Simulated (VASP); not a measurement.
Crystal: ZnGe2N2.

```
Zn Ge N
1.0
     3.99790    0.00000    0.00000
    -1.99895    3.46228    0.00000
     0.00000    0.00000    6.53965
Zn Ge N
1 2 2
Direct
  0.00000 0.00000 0.00000
  0.33333 0.66667 0.24366
  0.66667 0.33333 0.75634
  0.33333 0.66667 0.63470
  0.66667 0.33333 0.36530
```

- Program: VASP 6.6.1
- Task: relaxation of cell and atoms
- Functional: PBE
- Potentials or basis: VASP PAW PBE potentials, release 64 (Zn, Ge_d, N)
- Cutoff: 600 eV
- k mesh: 6 × 6 × 4
- Occupations: gaussian, width 0.1 eV
- Spin: no spin polarisation

At the start: pressure -16.4 GPa; volume 18.10 Å³/atom.

Q: Where does the relaxation end?

A: Over 41 steps the energy falls by 957.6 meV/atom and the volume is 14.03 Å³/atom (-22.5 %); space group P-3m1 (No. 164, to 0.05 Å).

Step by step:
| step | energy change (eV) | largest force (eV/Å) | pressure (GPa) | volume (Å³) |
| --- | --- | --- | --- | --- |
| 1 | 0.0000 | 2.8109 | -16.42 | 90.52 |
| 3 | -2.6432 | 2.2269 | 6.52 | 62.56 |
| 5 | -3.3001 | 0.6283 | 11.20 | 62.79 |
| 7 | -3.6967 | 0.8032 | -3.77 | 72.16 |
| 9 | -3.9491 | 0.2860 | -0.86 | 71.48 |
| 11 | -3.9997 | 0.3861 | -0.12 | 70.99 |
| 13 | -4.0848 | 0.7880 | -0.27 | 70.65 |
| 15 | -4.2522 | 2.0434 | -4.14 | 71.90 |
| 17 | -4.4014 | 1.3535 | -3.87 | 71.67 |
| 19 | -4.4220 | 1.4180 | -3.31 | 71.40 |
| 21 | -4.5043 | 0.9988 | -1.34 | 70.31 |
| 23 | -4.5612 | 0.7601 | 2.72 | 68.44 |
| 25 | -4.6631 | 0.6768 | 0.12 | 69.19 |
| 27 | -4.6793 | 0.6229 | -1.32 | 69.65 |
| 29 | -4.7487 | 0.3006 | 0.17 | 67.91 |
| 31 | -4.7669 | 0.0783 | 2.33 | 67.71 |
| 33 | -4.7834 | 0.0740 | -0.76 | 70.52 |
| 35 | -4.7845 | 0.0624 | -0.17 | 69.89 |
| 37 | -4.7853 | 0.0592 | -0.23 | 69.95 |
| 39 | -4.7869 | 0.1130 | 0.13 | 70.09 |
| 41 | -4.7881 | 0.0057 | -0.28 | 70.13 |

Final structure:
```
CELL_PARAMETERS angstrom
3.05559 0.00000 0.00000
-1.52779 2.64622 0.00000
0.00000 0.00000 8.67296
ATOMIC_POSITIONS crystal
Zn 0.00000 0.00000 0.00000
Ge 0.33333 0.66667 0.26427
Ge 0.66667 0.33333 0.73573
N 0.33333 0.66667 0.65435
N 0.66667 0.33333 0.34565
```

Caveat: the volume moved by over 15 % at a fixed basis, so the end points are rough.
